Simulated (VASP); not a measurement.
Input of a VASP 6.6.1 run:

Contents of INCAR:

```
PREC = Accurate ; ENCUT = 520
EDIFF = 1E-6 ; ISMEAR = 0
SIGMA = 0.05 ; LREAL = F
LASPH = T ; NELM = 100
ALGO = Normal ; ISIF = 2
LWAVE = F ; LCHARG = F
GGA = CA ; NBANDS = 14
```

The input KPOINTS:

```
regular mesh
0
Gamma
  6 6 6
```

POSCAR

```
NaCl
1.0
    3.3621024000      0.0000000000      0.0000000000
    0.0000000000      3.3621024000      0.0000000000
    0.0000000000      0.0000000000      3.2220148000
Na Cl
1 1
Direct
    0.0000000000      0.0000000000      0.0000000000
    0.5000000000      0.5000000000      0.5000000000
```

Potentials or basis: VASP PAW LDA potentials, release 64 (Na_pv, Cl).

Run with:

```bash
$ cat potpaw_LDA.64/Na_pv/POTCAR potpaw_LDA.64/Cl/POTCAR > POTCAR
$ mpirun -np 1 vasp_std > vasp.out
```

**Question.** Estimate the pressure.

**Answer.** 2.0 GPa.

**Question.** What does it give for the band gap on the k mesh?

**Answer.** 3.96 eV, indirect (least direct gap 4.53 eV).

Stress tensor (GPa, compression positive):
```
0.50 0.00 0.00
0.00 0.50 0.00
0.00 0.00 4.88
```

Caveat: the cell differs from its parent crystal (strain -0.040 along x and y, -0.080 along z). A k mesh can miss the band edges.
